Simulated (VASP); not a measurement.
# Pt in VASP: further runs

The runs below take Pt through single point, with PBE.

All numbers are computed with VASP 6.6.1; they aren't measurements. Logs are shortened: lines on timing, memory, paths and dates and some standing lists are left out, and cuts for length are marked.

## Step 1: The cell of the first run

The cell holds a slab with vacuum, 8 atoms: a = 2.807 Å, b = 3.970 Å, c = 24.826 Å, α = 90.00°, β = 90.00°, γ = 90.00°.

## Step 2: Single point, PBE

File INCAR:

```
PREC = Accurate ; ENCUT = 520
EDIFF = 1E-7 ; ISMEAR = 0
SIGMA = 0.1 ; LREAL = False
LASPH = True ; NELM = 60
ALGO = Fast ; ISIF = 2
LWAVE = False ; LCHARG = False
LDIPOL = True ; IDIPOL = 3
DIPOL = 0.5 0.5 0.500 ; GGA = PE
NBANDS = 50
```

File KPOINTS:

```
Automatic mesh
0
Gamma
  12 9 1
```

File POSCAR:

```
Pt
1.0
    2.8072933488      0.0000000000      0.0000000000
    0.0000000000      3.9701123274      0.0000000000
    0.0000000000      0.0000000000     24.8255267207
Pt
8
Direct
    0.5000000000      0.5000000000      0.3021083937
    0.0000000000      0.0000000000      0.3586488526
    0.5000000000      0.5000000000      0.4151893116
    0.0000000000      0.0000000000      0.4717297705
    0.5000000000      0.5000000000      0.5282702295
    0.0000000000      0.0000000000      0.5848106884
    0.5000000000      0.5000000000      0.6413511474
    0.0000000000      0.0000000000      0.6978916063
```

Potentials or basis: VASP PAW PBE potentials, release 64 (Pt).

On the command line:

```sh
> cat potpaw_PBE.64/Pt/POTCAR > POTCAR
> mpirun -np 1 vasp_std > vasp.out
```

OUTCAR:

```text
PREC = Accurate
   ENCUT = 520
   EDIFF = 1E-7
   ISMEAR = 0
   LREAL = False
   LASPH = True
   NELM = 60
   ISIF = 2
   GGA = PE

 ion  position               nearest neighbor table
   1  0.500  0.500  0.302-   2 2.81   2 2.81   2 2.81   2 2.81   3 2.81
   2  0.000  0.000  0.359-   1 2.81   1 2.81   1 2.81   1 2.81   4 2.81   3 2.81   3 2.81   3 2.81
                             3 2.81
   3  0.500  0.500  0.415-   4 2.81   4 2.81   4 2.81   4 2.81   5 2.81   1 2.81   2 2.81   2 2.81
                             2 2.81   2 2.81
   4  0.000  0.000  0.472-   3 2.81   3 2.81   3 2.81   3 2.81   6 2.81   2 2.81   5 2.81   5 2.81
                             5 2.81   5 2.81
   5  0.500  0.500  0.528-   6 2.81   6 2.81   6 2.81   6 2.81   7 2.81   3 2.81   4 2.81   4 2.81
                             4 2.81   4 2.81
   6  0.000  0.000  0.585-   5 2.81   5 2.81   5 2.81   5 2.81   8 2.81   4 2.81   7 2.81   7 2.81
                             7 2.81   7 2.81
   7  0.500  0.500  0.641-   8 2.81   8 2.81   8 2.81   8 2.81   5 2.81   6 2.81   6 2.81   6 2.81
                             6 2.81
   8  0.000  0.000  0.698-   7 2.81   7 2.81   7 2.81   7 2.81   6 2.81

  LATTYP: Found a simple orthorhombic cell.
 ALAT       =     2.8072933488
 B/A-ratio  =     1.4142135624
 C/A-ratio  =     8.8432249987

  Lattice vectors:

 A1 = (   2.8072933488,   0.0000000000,   0.0000000000)
 A2 = (   0.0000000000,   3.9701123274,   0.0000000000)
 A3 = (   0.0000000000,   0.0000000000,  24.8255267207)

Analysis of symmetry for initial positions (statically):
=====================================================================
 Subroutine PRICEL returns:
 Original cell was already a primitive cell.

 Routine SETGRP: Setting up the symmetry group for a
 simple orthorhombic supercell.

 Subroutine GETGRP returns: Found  8 space group operations
 (whereof  4 operations were pure point group operations)
 out of a pool of  8 trial point group operations.

The static configuration has the point symmetry C_2v.
 The point group associated with its full space group is D_2h.

Analysis of symmetry for dynamics (positions and initial velocities):
=====================================================================
 Subroutine PRICEL returns:
 Original cell was already a primitive cell.

 Routine SETGRP: Setting up the symmetry group for a
 simple orthorhombic supercell.

 Subroutine GETGRP returns: Found  8 space group operations
 (whereof  4 operations were pure point group operations)
 out of a pool of  8 trial point group operations.

The dynamic configuration has the point symmetry C_2v.
 The point group associated with its full space group is D_2h.

 Subroutine INISYM returns: Found  8 space group operations
 (whereof  4 operations are pure point group operations),
[... 127 lines left out ...]
     AMIX     =   0.40;   BMIX     =  1.00
     AMIX_MAG =   1.60;   BMIX_MAG =  1.00
  volume/ion in A,a.u.               =      34.59       233.40
  Fermi-wavevector in a.u.,A,eV,Ry     =   1.082535  2.045694 15.944413  1.171881
  Thomas-Fermi vector in A             =   2.218578
   LORBIT       =      0    0 simple, 1 ext, 2 COOP (PROOUT), +10 PAW based schemes
   GGA     = PE    functional components
   LHFCALC =     F    Hartree Fock is set to
   AEXX    =    0.0000 exact exchange contribution
   IVDW    =     0    specifies the selected vdW correction
   LEPSILON=     F    determine dielectric tensor
   LRPA    =     F    only Hartree local field effects (RPA)
 non-spin polarized calculation
 RMM-DIIS sequential band-by-band and
 Gauss-broadening in eV      SIGMA  =   0.10
  energy-cutoff  :      520.00
  volume of cell :      276.69
 maximum number of plane-waves:      7492
 NGX is ok and might be reduce to    24
   NGX = 11   NGY = 15   NGZ = 93

 dipolmoment           0.000000      0.000000     -0.000000 electrons x Angstroem

 number of electron      80.0000009 magnetization

 dipolmoment           0.000000      0.000000      0.000000 electrons x Angstroem

 Free energy of the ion-electron system (eV)
  ---------------------------------------------------
  ext. energy  EPLUGINS =         0.00000000
  ---------------------------------------------------
  free energy    TOTEN  =       -46.01619401 eV

  energy without entropy =      -45.92158313  energy(sigma->0) =      -45.96888857

 E-fermi :   1.8008     XC(G=0):  -6.8120

 val. band max:        1.7948050439   @ k =   0.2500   0.1111   0.0000
 cond. band min:       1.8008646676   @ k =   0.4167   0.2222   0.0000
 fundamental gap:      0.0060596238
 Fermi energy:         1.8008230480

 k-point     1 :       0.0000    0.0000    0.0000
  band No.  band energies     occupation
      1      -7.6157      2.00000
      2      -6.5691      2.00000
      3      -5.1914      2.00000
      4      -4.6212      2.00000
      5      -4.1852      2.00000
      6      -4.0966      2.00000
[... 1261 lines left out ...]
     49       5.7469      0.00000
     50       5.9948      0.00000

 [... further k-points ...]

------------------------ aborting loop because EDIFF is reached ----------------------------------------

 vacuum level on the upper side and lower side of the slab       (xc-potential included)        -0.108        -0.108

  FORCE on cell =-STRESS in cart. coord.  units (eV):
  Direction    XX          YY          ZZ          XY          YZ          ZX
  --------------------------------------------------------------------------------------
  -------------------------------------------------------------------------------------
  Total       -8.1356112     -4.8343781     -2.7861210      0.0000000      0.0000000      0.0000000
  in kB      -47.1098484    -27.9938180    -16.1332362      0.0000000      0.0000000      0.0000000
  external PRESSURE =     -30.4123009 kB  Pullay stress =       0.0000000 kB

 VOLUME and BASIS-vectors are now :
 -----------------------------------------------------------------------------
  energy-cutoff  :      520.00
  volume of cell :      276.69
      direct lattice vectors                 reciprocal lattice vectors
     2.807293349  0.000000000  0.000000000     0.356215000  0.000000000  0.000000000
     0.000000000  3.970112327  0.000000000     0.000000000  0.251882042  0.000000000
     0.000000000  0.000000000 24.825526721     0.000000000  0.000000000  0.040281119

 POSITION                                       TOTAL-FORCE (eV/Angst)
 -----------------------------------------------------------------------------------
      1.40365      1.98506      7.50000         0.000000      0.000000      0.901097
      0.00000      0.00000      8.90365         0.000000      0.000000     -0.869785
      1.40365      1.98506     10.30729         0.000000      0.000000     -0.063146
      0.00000      0.00000     11.71094         0.000000      0.000000      0.141921
      1.40365      1.98506     13.11459         0.000000      0.000000     -0.141921
      0.00000      0.00000     14.51823         0.000000      0.000000      0.063146
      1.40365      1.98506     15.92188         0.000000      0.000000      0.869785
      0.00000      0.00000     17.32553         0.000000      0.000000     -0.901097
 -----------------------------------------------------------------------------------
    total drift:                                0.000000      0.000000      0.000000

  FREE ENERGIE OF THE ION-ELECTRON SYSTEM (eV)
  ---------------------------------------------------
  free  energy   TOTEN  =       -46.0161940104 eV

  energy  without entropy=      -45.9215831264  energy(sigma->0) =      -45.96888857

 vacuum level on the upper side and lower side of the slab         7.070         7.070
```

Wall time 15 min (1 thread of Intel Xeon Platinum 8259CL at 2.50GHz (Skylake/Cascade Lake), shared host); peak memory 0.57 GiB.

What came out:

```yaml
Free_energy: -46.0162 eV
Largest_force: 0.901 eV/Å
Band_gap_on_the_k_mesh: zero (bands 40 and 41 overlap by 0.62 eV)
```

Forces in eV/Å, atoms in the order of the input:
```
Pt   0.000  0.000  0.901
Pt   0.000  0.000 -0.870
Pt   0.000  0.000 -0.063
Pt   0.000  0.000  0.142
Pt   0.000  0.000 -0.142
Pt   0.000  0.000  0.063
Pt   0.000  0.000  0.870
Pt   0.000  0.000 -0.901
```

Caveat: spin-orbit coupling is left out, which moves the levels of the heavy elements.

## Step 3: Single point, PBE

File INCAR:

```
SYSTEM = Pt
ALGO     = Fast           ! electronic algorithm
DIPOL    = 0.5 0.5 0.500
EDIFF    = 1E-6           ! SCF threshold, eV
ENCUT    = 520            ! plane-wave cutoff, eV
GGA      = PE             ! functional
IDIPOL   = 3            
ISIF     = 2              ! what is computed and relaxed
ISMEAR   = 0              ! smearing method
LASPH    = .True.         ! aspherical terms in the spheres
LCHARG   = .False.        ! write CHGCAR
LDIPOL   = .True.       
LREAL    = .False.        ! projectors in reciprocal space
LWAVE    = .False.        ! write WAVECAR
NBANDS   = 50             ! bands
NELM     = 80             ! most SCF steps
PREC     = Accurate       ! precision mode
SIGMA    = 0.1            ! smearing width, eV
```

File KPOINTS:

```
k-points
0
Gamma
  12 9 1
  0 0 0
```

File POSCAR:

```
Pt
1.0
    2.8072933488      0.0000000000      0.0000000000
    0.0000000000      3.9701123274      0.0000000000
    0.0000000000      0.0000000000     24.8255267207
Pt
8
Direct
    0.5000000000      0.5000000000      0.3073756418
    0.0000000000      0.0000000000      0.3552437336
    0.5000000000      0.5000000000      0.4161697936
    0.0000000000      0.0000000000      0.4717681783
    0.5000000000      0.5000000000      0.5282317637
    0.0000000000      0.0000000000      0.5838301729
    0.5000000000      0.5000000000      0.6447562004
    0.0000000000      0.0000000000      0.6926245157
```

Potentials or basis: VASP PAW PBE potentials, release 64 (Pt).

On the command line:

```sh
> cat potpaw_PBE.64/Pt/POTCAR > POTCAR
> mpirun -np 1 vasp_std > vasp.out
```

Run time: 16 min. Hardware: 1 thread of Intel Xeon Platinum 8259CL at 2.50GHz (Skylake/Cascade Lake), shared host; peak memory 0.57 GiB.

The run converged. Its results:

```
Free energy            : -46.2132 eV
Largest force          : 0.038 eV/Å
Band gap on the k mesh : zero (bands 40 and 41 overlap by 0.74 eV)
```

Forces in eV/Å, atoms in the order of the input:
```
Pt   0.000  0.000  0.038
Pt   0.000  0.000 -0.003
Pt   0.000  0.000 -0.005
Pt   0.000  0.000  0.018
Pt   0.000  0.000 -0.018
Pt   0.000  0.000  0.005
Pt   0.000  0.000  0.003
Pt   0.000  0.000 -0.038
```

Levels at points of the mesh, in eV from the Fermi level:
```
           k point  band 37  band 38  band 39  band 40  band 41  band 42  band 43  band 44  band 45  band 46
(0.00, 0.00, 0.00)    -0.96    -0.55    -0.20    -0.13    -0.12    -0.06     0.35     0.49     0.97     2.79
(0.50, 0.00, 0.00)     0.10     0.10     0.38     0.38     1.84     1.84     2.00     2.00     2.26     2.26
```

Caveat: spin-orbit coupling is left out, which moves the levels of the heavy elements.
